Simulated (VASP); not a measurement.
Set up this calculation in VASP 6.6.1, as the native input.

- Task: single point
- Functional: r2SCAN
- Potentials or basis: VASP PAW PBE potentials, release 64 (Ti_sv, H)
- Cutoff: 520 eV
- k mesh: 4 × 4 × 2
- Occupations: methfessel-paxton, width 0.1 eV
- Spin: no spin polarisation
- Dipole correction: no
- Further INCAR settings: ALGO = Normal; EDIFF = 1e-06; NBANDS = 21

Crystal: TiH.

```
Ti H
1.0
     2.87758    0.00000    0.00000
    -1.43879    2.49206    0.00000
     0.00000    0.00000    5.26329
Ti H
2 2
Direct
  0.00000 0.00000 0.00000
  0.00000 0.00000 0.50000
  0.66667 0.33333 0.75000
  0.33333 0.66667 0.25000
```

The input as run:

POSCAR

```
TiH
1.0
    2.8775820000      0.0000000000      0.0000000000
   -1.4387910000      2.4920591135      0.0000000000
    0.0000000000      0.0000000000      5.2632940000
Ti H
2 2
Direct
    0.0000000000      0.0000000000      0.0000000000
    0.0000000000      0.0000000000      0.5000000000
    0.6666666667      0.3333333333      0.7500000000
    0.3333333333      0.6666666667      0.2500000000
```

INCAR.step1

```
  ALGO = Normal
  EDIFF = 1E-4
  ENCUT = 520
  GGA = PE
  ISMEAR = 1
  LASPH = True
  LCHARG = False
  LREAL = False
  LWAVE = True
  NBANDS = 21
  NELM = 80
  PREC = Accurate
  SIGMA = 0.1
```

INCAR.step2

```
  ALGO = Normal
  EDIFF = 1E-6
  ENCUT = 520
  ISIF = 2
  ISMEAR = 1
  ISTART = 1
  LASPH = True
  LCHARG = False
  LMIXTAU = True
  LREAL = False
  LWAVE = False
  METAGGA = R2SCAN
  NBANDS = 21
  NELM = 80
  PREC = Accurate
  SIGMA = 0.1
```

KPOINTS

```
k-points
0
Gamma
  4 4 2
```

Potentials or basis: VASP PAW PBE potentials, release 64 (Ti_sv, H).

The run is started by

```sh
$ cat potpaw_PBE.64/Ti_sv/POTCAR potpaw_PBE.64/H/POTCAR > POTCAR
$ cp INCAR.step1 INCAR
$ mpirun -np 1 vasp_std > vasp.out
$ cp INCAR.step2 INCAR
$ mpirun -np 1 vasp_std > vasp.out
```

Results of the run:

| Property | Result |
| --- | --- |
| Pressure | -2.3 GPa |
| Band gap on the k mesh | zero (band 13 reaches 9.62 eV, above the bottom of band 14 at 8.72 eV) |

Caveat: the k points lie up to 0.63 Å⁻¹ apart; the PAW data sets were made with another functional, which shifts forces and pressure a little.

Run time: 73 s on 1 thread of AMD EPYC 7R13, on a shared host, peak memory 0.13 GiB.
